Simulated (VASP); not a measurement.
Runs of VASP 6.6.1 on Pb. The structure is that of space group Fm-3m (No. 225), or close to it. The cells are those of the table. 

```csv
cell,gap on the mesh (eV),pressure (GPa)
"a = 3.404 Å, angles 60.0°, 1 atom",none,7.7
"a = 3.354 Å, angles 60.0°, 1 atom",none,(a)
"a = 3.546 Å, angles 60.0°, 1 atom",none,0.7
"a = 3.453 Å, angles 60.0°, 1 atom",none,(b)
"a = 3.591 Å, angles 60.0°, 1 atom",none,-0.7
```

Alike in all rows: task single point; level PBE; potentials or basis VASP PAW PBE potentials, release 64 (Pb_d); no spin polarisation; k mesh 12 × 12 × 12; cutoff (eV) 520; smearing fermi-dirac 0.15 eV.

Task: Estimate the missing entries.

Result: (a) 11.3; (b) 4.8.

Caveats: spin-orbit coupling is left out, which moves the levels of the heavy elements.

A k mesh can miss the band edges, and the runs leave out spin-orbit coupling on Pb.

A gap of «none» marks levels without a gap at the run's occupations.
